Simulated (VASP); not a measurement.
# BN (P6_3mc) in VASP: notebook

BN is run at these levels: PBEsol+D4; tasks: single point, relaxation of volume and atoms at fixed shape.

Everything below comes from runs of VASP 6.6.1. Logs are shortened: lines on timing, memory, paths and dates and some standing lists are left out, and cuts for length are marked.

### Step 1. The cell of the first run

Symmetry: P6_3mc, No. 186, hexagonal system. The conventional cell has a = 2.533 Å, b = 2.533 Å, c = 4.194 Å, α = 90.00°, β = 90.00°, γ = 120.00°. Within 2.1 Å of B (site symmetry 3m) lie 4 N at 1.55 to 1.57 Å. N (site symmetry 3m) has 4 B at 1.55 to 1.57 Å within 2.1 Å.

### Step 2. Single point, PBEsol+D4

INCAR reads:

```
SYSTEM = BN
PREC     = Accurate       ! precision mode
ENCUT    = 520            ! plane-wave cutoff, eV
EDIFF    = 1E-7           ! SCF threshold, eV
ISMEAR   = -1             ! smearing method
SIGMA    = 0.1            ! smearing width, eV
LREAL    = .FALSE.        ! projectors in reciprocal space
LASPH    = .TRUE.         ! aspherical terms in the spheres
NELM     = 80             ! most SCF steps
ALGO     = Normal         ! electronic algorithm
ISIF     = 2              ! what is computed and relaxed
LWAVE    = .FALSE.        ! write WAVECAR
LCHARG   = .FALSE.        ! write CHGCAR
GGA      = PS             ! functional
IVDW     = 13             ! dispersion correction
NBANDS   = 16             ! bands
```

KPOINTS reads:

```
Automatic mesh
0
G
  12 12 6
  0 0 0
```

POSCAR reads:

```
BN
1.0
    2.5332245301      0.0000000000      0.0000000000
   -1.2666122651      2.1938367966      0.0000000000
    0.0000000000      0.0000000000      4.1944044961
B N
2 2
Direct
    0.6666666667      0.3333333333      0.0003101242
    0.3333333333      0.6666666667      0.5003101242
    0.6666666667      0.3333333333      0.3746898758
    0.3333333333      0.6666666667      0.8746898758
```

Potentials or basis: VASP PAW PBE potentials, release 64 (B, N).

The run is started by

```
$ cat potpaw_PBE.64/B/POTCAR potpaw_PBE.64/N/POTCAR > POTCAR
$ mpirun -np 1 vasp_std > vasp.out
```

OUTCAR:

```text
SYSTEM = BN
   PREC = Accurate
   ENCUT = 520
   EDIFF = 1E-7
   ISMEAR = -1
   LREAL = .FALSE.
   LASPH = .TRUE.
   NELM = 80
   ISIF = 2
   GGA = PS
   IVDW = 13

 ion  position               nearest neighbor table
   1  0.667  0.333  0.000-   4 1.55   4 1.55   4 1.55   3 1.57
   2  0.333  0.667  0.500-   3 1.55   3 1.55   3 1.55   4 1.57
   3  0.667  0.333  0.375-   2 1.55   2 1.55   2 1.55   1 1.57
   4  0.333  0.667  0.875-   1 1.55   1 1.55   1 1.55   2 1.57

  LATTYP: Found a hexagonal cell.
 ALAT       =     2.5332245301
 C/A-ratio  =     1.6557570978

  Lattice vectors:

 A1 = (   2.5332245301,   0.0000000000,   0.0000000000)
 A2 = (  -1.2666122651,   2.1938367966,   0.0000000000)
 A3 = (   0.0000000000,   0.0000000000,   4.1944044961)

Analysis of symmetry for initial positions (statically):
=====================================================================
 Subroutine PRICEL returns:
 Original cell was already a primitive cell.

 Routine SETGRP: Setting up the symmetry group for a
 hexagonal supercell.

 Subroutine GETGRP returns: Found 12 space group operations
 (whereof  6 operations were pure point group operations)
 out of a pool of 24 trial point group operations.

The static configuration has the point symmetry C_3v.
 The point group associated with its full space group is C_6v.

Analysis of symmetry for dynamics (positions and initial velocities):
=====================================================================
 Subroutine PRICEL returns:
 Original cell was already a primitive cell.

 Routine SETGRP: Setting up the symmetry group for a
 hexagonal supercell.

 Subroutine GETGRP returns: Found 12 space group operations
 (whereof  6 operations were pure point group operations)
 out of a pool of 24 trial point group operations.

The dynamic configuration has the point symmetry C_3v.
 The point group associated with its full space group is C_6v.

 Subroutine INISYM returns: Found 12 space group operations
 (whereof  6 operations are pure point group operations),
 and found     1 'primitive' translations

----------------------------------------------------------------------------------------

                                     Primitive cell

  volume of cell :      23.3103

  direct lattice vectors                    reciprocal lattice vectors
     2.533224530  0.000000000  0.000000000     0.394753796  0.227911211  0.000000000
    -1.266612265  2.193836797  0.000000000     0.000000000  0.455822421  0.000000000
     0.000000000  0.000000000  4.194404496     0.000000000  0.000000000  0.238412867

  length of vectors
     2.533224530  2.533224530  4.194404496     0.455822421  0.455822421  0.238412867

  position of ions in fractional coordinates (direct lattice)
     0.666666667  0.333333333  0.000310124
     0.333333333  0.666666667  0.500310124
     0.666666667  0.333333333  0.374689876
     0.333333333  0.666666667  0.874689876

  ion indices of the primitive-cell ions
   primitive index   ion index
                 1           1
                 2           2
                 3           3
                 4           4

----------------------------------------------------------------------------------------

 KPOINTS: Automatic mesh

Automatic generation of k-mesh.
 Grid dimensions read from file:
 generate k-points for:   12   12    6

 Generating k-lattice:

  Cartesian coordinates                     Fractional coordinates (reciprocal lattice)
     0.032896150  0.018992601  0.000000000     0.083333333  0.000000000  0.000000000
     0.000000000  0.037985202  0.000000000     0.000000000  0.083333333  0.000000000
     0.000000000  0.000000000  0.039735478     0.000000000  0.000000000  0.166666667

  Length of vectors
     0.037985202  0.037985202  0.039735478

  Shift w.r.t. Gamma in fractional coordinates (k-lattice)
     0.000000000  0.000000000  0.000000000

 Subroutine IBZKPT returns following result:
 ===========================================

 Found     76 irreducible k-points:

 Following reciprocal coordinates:
            Coordinates               Weight
  0.000000  0.000000  0.000000      1.000000
  0.083333  0.000000  0.000000      6.000000
  0.166667  0.000000  0.000000      6.000000
  0.250000  0.000000  0.000000      6.000000
  0.333333  0.000000  0.000000      6.000000
  0.416667 -0.000000  0.000000      6.000000
[... 16 lines left out ...]
  0.250000  0.000000  0.166667     12.000000
  0.333333  0.000000  0.166667     12.000000
 [... further k-points ...]
   k-points           NKPTS =     76   k-points in BZ     NKDIM =     76   number of bands    NBANDS=     16
   number of dos      NEDOS =    301   number of ions     NIONS =      4
   total plane-waves  NPLWV =  12800
   dimension x,y,z NGX =    20 NGY =   20 NGZ =   32
   dimension x,y,z NGXF=    40 NGYF=   40 NGZF=   64
   ions per type =               2   2
   NGX,Y,Z   is equivalent  to a cutoff of  13.13, 13.13, 12.68 a.u.
   NGXF,Y,Z  is equivalent  to a cutoff of  26.25, 26.25, 25.37 a.u.
 SYSTEM =  BN
   PREC   = accura    normal or accurate (medium, high low for compatibility)
   ISTART =      0    job   : 0-new  1-cont  2-samecut
   ICHARG =      2    charge: 1-file 2-atom 10-const
   ISPIN  =      1    spin polarized calculation?
   LNONCOLLINEAR =      F non collinear calculations
   LSORBIT =      F    spin-orbit coupling
   LASPH  =      T    aspherical Exc in radial PAW
   ENCUT  =  520.0 eV  38.22 Ry    6.18 a.u.   4.71  4.71  7.80*2*pi/ulx,y,z
   NELM   =     80;   NELMIN=  2; NELMDL= -5     # of ELM steps
   EDIFF  = 0.1E-06   stopping-criterion for ELM
   LREAL  =      F    real-space projection
   EDIFFG = 0.1E-05   stopping-criterion for IOM
   NSW    =      0    number of steps for IOM
   IBRION =     -1    ionic relax: 0-MD 1-quasi-New 2-CG
   NFREE  =      0    steps in history (QN), initial steepest desc. (CG)
   ISIF   =      2    stress and relaxation
   ISYM   =      2    0-nonsym 1-usesym 2-fastsym
   POTIM  = 0.5000    time-step for ionic-motion
   TEBEG  =    0.0;   TEEND  =   0.0 temperature during run
   PSTRESS=    0.0 pullay stress
   NELECT =      16.0000    total number of electrons
   NUPDOWN=      -1.0000    fix difference up-down
   EMIN   =  10.00;   EMAX   =-10.00  energy-range for DOS
   EFERMI =   0.00;   METHOD = LEGACY
   ISMEAR =    -1;   SIGMA  =   0.10  broadening in eV -4-tet -1-fermi 0-gaus
   EFERMI_NEDOS =   21; number of points for ismear=-14 and -15
   IALGO  =     38    algorithm
   IMIX   =      4    mixing-type and parameters
     AMIX     =   0.40;   BMIX     =  1.00
     AMIX_MAG =   1.60;   BMIX_MAG =  1.00
  volume/ion in A,a.u.               =       5.83        39.33
  Fermi-wavevector in a.u.,A,eV,Ry     =   1.444105  2.728962 28.374117  2.085439
  Thomas-Fermi vector in A             =   2.562437
   LORBIT       =      0    0 simple, 1 ext, 2 COOP (PROOUT), +10 PAW based schemes
   GGA     = PS    functional components
   LHFCALC =     F    Hartree Fock is set to
   AEXX    =    0.0000 exact exchange contribution
   IVDW    =    13    specifies the selected vdW correction
   LEPSILON=     F    determine dielectric tensor
   LRPA    =     F    only Hartree local field effects (RPA)
 non-spin polarized calculation
  energy-cutoff  :      520.00
  volume of cell :       23.31
 maximum number of plane-waves:       652
 NGX is ok and might be reduce to    20
   NGX =  9   NGY =  9   NGZ = 15

 number of electron      15.9999999 magnetization

 Free energy of the ion-electron system (eV)
  ---------------------------------------------------
  ext. energy  EPLUGINS =         0.00000000
  ---------------------------------------------------
  free energy    TOTEN  =       -36.62273627 eV

  energy without entropy =      -36.62273627  energy(sigma->0) =      -36.62273627

 E-fermi :   9.6384     XC(G=0): -13.0729

 val. band max:        7.6959816898   @ k =   0.0000   0.0000   0.0000
 cond. band min:      12.6193583467   @ k =   0.3333   0.3333   0.0000
 fundamental gap:      4.9233766569
 Fermi energy:         9.6383698876

 k-point     1 :       0.0000    0.0000    0.0000
  band No.  band energies     occupation
      1     -12.8972      2.00000
      2      -8.6383      2.00000
      3      -3.4548      2.00000
      4       5.5365      2.00000
      5       5.5365      2.00000
      6       7.4015      2.00000
[... 8 lines left out ...]
     15      19.6486      0.00000
     16      23.9263      0.00000

 k-point     2 :       0.0833    0.0000    0.0000
  band No.  band energies     occupation
      1     -12.7433      2.00000
      2      -8.5193      2.00000
      3      -3.3026      2.00000
      4       4.8322      2.00000
      5       5.2453      2.00000
      6       7.1141      2.00000
[... 8 lines left out ...]
     15      20.0987      0.00000
     16      23.6857      0.00000

 k-point     3 :       0.1667    0.0000    0.0000
  band No.  band energies     occupation
      1     -12.2865      2.00000
      2      -8.1785      2.00000
      3      -2.8517      2.00000
      4       3.1382      2.00000
      5       4.5642      2.00000
      6       5.6843      2.00000
[... 8 lines left out ...]
     15      21.2684      0.00000
     16      22.9779      0.00000

 k-point     4 :       0.2500    0.0000    0.0000
  band No.  band energies     occupation
      1     -11.5431      2.00000
      2      -7.6782      2.00000
      3      -2.1231      2.00000
      4       1.1302      2.00000
      5       3.8043      2.00000
      6       3.8926      2.00000
[... 8 lines left out ...]
     15      22.7792      0.00000
     16      23.1931      0.00000
[... 324 lines left out ...]
 k-point    22 :       0.1667    0.0000    0.1667
  band No.  band energies     occupation
      1     -12.1209      2.00000
      2      -8.7325      2.00000
      3      -2.0286      2.00000
      4       3.2842      2.00000
      5       4.6980      2.00000
      6       5.2385      2.00000
[... 8 lines left out ...]
     15      20.9459      0.00000
     16      23.0246      0.00000

 k-point    23 :       0.2500    0.0000    0.1667
  band No.  band energies     occupation
      1     -11.3824      2.00000
      2      -8.1716      2.00000
      3      -1.4459      2.00000
      4       1.3478      2.00000
      5       3.4504      2.00000
      6       3.9455      2.00000
[... 8 lines left out ...]
     15      22.4359      0.00000
     16      23.2990      0.00000

 k-point    24 :       0.3333    0.0000    0.1667
  band No.  band energies     occupation
      1     -10.4024      2.00000
      2      -7.5648      2.00000
      3      -1.2887      2.00000
      4       0.1796      2.00000
      5       1.6352      2.00000
      6       3.3121      2.00000
[... 8 lines left out ...]
     15      23.8468      0.00000
     16      24.1214      0.00000

 [... further k-points ...]

------------------------ aborting loop because EDIFF is reached ----------------------------------------

  DFT-D4 for vdW energy calculation

  Edisp (eV):   -0.53835

  FORCE on cell =-STRESS in cart. coord.  units (eV):
  Direction    XX          YY          ZZ          XY          YZ          ZX
  --------------------------------------------------------------------------------------
  -------------------------------------------------------------------------------------
  Total       0.13414     0.13414    -0.00623    -0.00000     0.00000     0.00000
  in kB       9.21960     9.21960    -0.42852    -0.00000     0.00000     0.00000
  external pressure =        6.00 kB  Pullay stress =        0.00 kB

 VOLUME and BASIS-vectors are now :
 -----------------------------------------------------------------------------
  energy-cutoff  :      520.00
  volume of cell :       23.31
      direct lattice vectors                 reciprocal lattice vectors
     2.533224530  0.000000000  0.000000000     0.394753796  0.227911211  0.000000000
    -1.266612265  2.193836797  0.000000000     0.000000000  0.455822421  0.000000000
     0.000000000  0.000000000  4.194404496     0.000000000  0.000000000  0.238412867

 POSITION                                       TOTAL-FORCE (eV/Angst)
 -----------------------------------------------------------------------------------
      1.26661      0.73128      0.00130        -0.000000      0.000000      0.003183
     -0.00000      1.46256      2.09850        -0.000000      0.000000      0.003183
      1.26661      0.73128      1.57160         0.000000     -0.000000     -0.003183
     -0.00000      1.46256      3.66880         0.000000      0.000000     -0.003183
 -----------------------------------------------------------------------------------
    total drift:                               -0.000000     -0.000000     -0.000227

  FREE ENERGIE OF THE ION-ELECTRON SYSTEM (eV)
  ---------------------------------------------------
  free  energy   TOTEN  =       -37.1610826003 eV

  energy  without entropy=      -37.1610826002  energy(sigma->0) =      -37.16108260
```

Wall time 26 s (1 thread of Intel Xeon Platinum 8488C (Sapphire Rapids), shared host); peak memory 0.14 GiB.

What came out:

- Free energy: -37.1611 eV
- Pressure: 0.6 GPa
- Largest force: 0.003 eV/Å
- Band gap on the k mesh: 4.92 eV, indirect (least direct gap 8.26 eV)
- Dispersion energy per atom: -0.135 eV

Forces in eV/Å, atoms in the order of the input:
```
B    0.000  0.000  0.003
B    0.000  0.000  0.003
N    0.000  0.000 -0.003
N    0.000  0.000 -0.003
```

Caveat: the PAW data sets were made with another functional, which shifts forces and pressure a little. A k mesh can miss the band edges.

### Step 3. Relaxation of volume and atoms at fixed shape, PBEsol+D4

This run uses another cell than the first one, of 5.85 Å³/atom, 1.003 times its volume.

INCAR reads:

```
SYSTEM = BN
  ALGO = Normal
  EDIFF = 1E-6
  EDIFFG = -0.005
  ENCUT = 600
  GGA = PS
  IBRION = 2
  ISIF = 8
  ISMEAR = -1
  IVDW = 13
  LASPH = .TRUE.
  LCHARG = .FALSE.
  LREAL = .FALSE.
  LWAVE = .FALSE.
  NELM = 60
  NSW = 80
  PREC = Accurate
  SIGMA = 0.1
```

KPOINTS reads:

```
k-points
0
G
  12 12 6
  0 0 0
```

POSCAR reads:

```
BN
1.0
    2.5360000000      0.0000000000      0.0000000000
   -1.2680000000      2.1962404240      0.0000000000
    0.0000000000      0.0000000000      4.1990000000
B N
2 2
Direct
    0.6666666667      0.3333333333      0.0000000000
    0.3333333333      0.6666666667      0.5000000000
    0.6666666667      0.3333333333      0.3750000000
    0.3333333333      0.6666666667      0.8750000000
```

Potentials or basis: VASP PAW PBE potentials, release 64 (B, N).

The run is started by

```
$ cat potpaw_PBE.64/B/POTCAR potpaw_PBE.64/N/POTCAR > POTCAR
$ mpirun -np 1 vasp_std > vasp.out
```

Run time: 49 s. Hardware: 1 thread of Intel Xeon Platinum 8488C (Sapphire Rapids), shared host; peak memory 0.15 GiB.

It converged, with:

* Free energy: -37.1691 eV
* Relaxed volume: 5.83 Å³/atom
* Relaxed cell: a = 2.534 Å, b = 2.534 Å, c = 4.196 Å, α = 90.00°, β = 90.00°, γ = 120.00°
* Space group after relaxing (to 0.05 Å): P6_3mc (No. 186)
* Energy gained by relaxing: 0.1 meV/atom
* Ionic steps: 3
* Pressure after relaxing: -0.1 GPa
* Largest force after relaxing: 0.003 eV/Å
* Band gap on the k mesh: 4.92 eV, indirect (least direct gap 8.26 eV)
* Dispersion energy per atom: -0.134 eV

Forces in eV/Å, atoms in the order of the input:
```
B    0.000  0.000 -0.003
B    0.000  0.000 -0.003
N    0.000  0.000  0.003
N    0.000  0.000  0.003
```

Stress tensor (GPa, compression positive):
```
 0.26  0.00  0.00
 0.00  0.26  0.00
 0.00  0.00 -0.69
```

The path:
| step | energy change (eV) | largest force (eV/Å) | pressure (GPa) | volume (Å³) |
| --- | --- | --- | --- | --- |
| 1 | 0.0000 | 0.0629 | -0.97 | 23.39 |
| 2 | 0.0001 | 0.0805 | 1.01 | 23.27 |
| 3 | -0.0003 | 0.0034 | -0.05 | 23.33 |

Final structure:
```cif
data_structure
_symmetry_space_group_name_H-M 'P 1'
_symmetry_Int_Tables_number 1
_cell_length_a 2.5340
_cell_length_b 2.5340
_cell_length_c 4.1956
_cell_angle_alpha 90.000
_cell_angle_beta 90.000
_cell_angle_gamma 120.000
_cell_volume 23.33
loop_
_atom_site_label
_atom_site_type_symbol
_atom_site_fract_x
_atom_site_fract_y
_atom_site_fract_z
_atom_site_occupancy
B1 B 0.66667 0.33333 0.00034 1
B2 B 0.33333 0.66667 0.50034 1
N1 N 0.66667 0.33333 0.37466 1
N2 N 0.33333 0.66667 0.87466 1
```

Levels at points of the mesh, in eV from the valence-band top:
```
           k point  band 6  band 7  band 8  band 9  band 10  band 11
(0.00, 0.00, 0.00)   -0.30    0.00    0.00    8.36     8.36     8.58
(0.50, 0.00, 0.00)   -5.08   -4.55   -2.15    6.61     7.83    10.58
(0.00, 0.00, 0.50)   -1.20   -1.20   -1.20    9.55     9.55     9.93
(0.50, 0.00, 0.50)   -3.85   -3.65   -3.65    6.48     6.48    10.01
```

Caveat: the PAW data sets were made with another functional, which shifts forces and pressure a little. A k mesh can miss the band edges.
